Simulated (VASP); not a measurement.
Runs of VASP 6.6.1 on ReSe. The structure is that of space group P6_3/mmc (No. 194), or close to it. The cells are those of the table. 

```csv
level,cell,gap on the mesh (eV),pressure (GPa),moment (μB)
PBEsol,"a = 3.920, b = 3.920, c = 5.043 Å, angles 90.0, 90.0, 120.0°, 4 atoms",none,(a),0.00
PBEsol,"a = 3.953, b = 3.953, c = 5.059 Å, angles 90.0, 90.0, 120.0°, 4 atoms",none,0.8,0.00
PBEsol,"a = 3.886, b = 3.886, c = 5.025 Å, angles 90.0, 90.0, 120.0°, 4 atoms",none,9.4,0.00
PBEsol+D3(BJ),"a = 3.953, b = 3.953, c = 5.059 Å, angles 90.0, 90.0, 120.0°, 4 atoms",none,-4.1,0.00
```

Alike in all rows: task single point; potentials or basis VASP PAW PBE potentials, release 64 (Re, Se); spin collinear, ferromagnetic start; k mesh 10 × 10 × 6; cutoff (eV) 520; smearing gaussian 0.05 eV.

Q: Fill in the values left out.

A: (a) 4.8.

Caveats: the PAW data sets were made with another functional, which shifts forces and pressure a little; spin-orbit coupling is left out, which moves the levels of the heavy elements; pairwise dispersion overbinds metals, which lowers pressure and volume (some runs).

A k mesh can miss the band edges, and the runs leave out spin-orbit coupling on Re, Se.

A gap of «none» marks levels without a gap at the run's occupations.
